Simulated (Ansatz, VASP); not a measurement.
One calculation of Pd, two programs

```
Pd
1.0
    -1.63682    1.63682    1.69971
     1.57393   -1.57393    1.57393
     1.69971    1.63682   -1.63682
Pd
1
Cartesian
  0.0000 0.0000 0.0000
```

Alike in both runs: task single point; functional PBE; k mesh 18 × 18 × 18; occupations gaussian, width 0.1 eV; no spin polarisation.

```csv
,VASP,Ansatz
version,VASP 6.6.1,Ansatz 0.2.0
potentials or method,"VASP PAW PBE potentials, release 64 (Pd), cutoff 520 eV","scalar-relativistic, plane waves, PAW"
valence electrons in the cell,10,18
```

Ansatz gave:

* gap on the k mesh at the Fermi level (eV): none
* pressure (GPa): -14.1
* traceless stress, the component that is largest in VASP (GPa): -2.56

Problem. What did VASP give for the same quantities?

Solution. gap on the k mesh at the Fermi level (eV): none; pressure (GPa): -14.2; traceless stress, the component that is largest in VASP (GPa): -2.53.

A gap of «none» marks a metal or a gap that the smearing closes. With one functional, cell and mesh, what is left measures potentials, basis and numerics. VASP's potentials hold 10 valence electrons a cell and Ansatz's 18, so a difference there can come from the potentials and not from the codes.
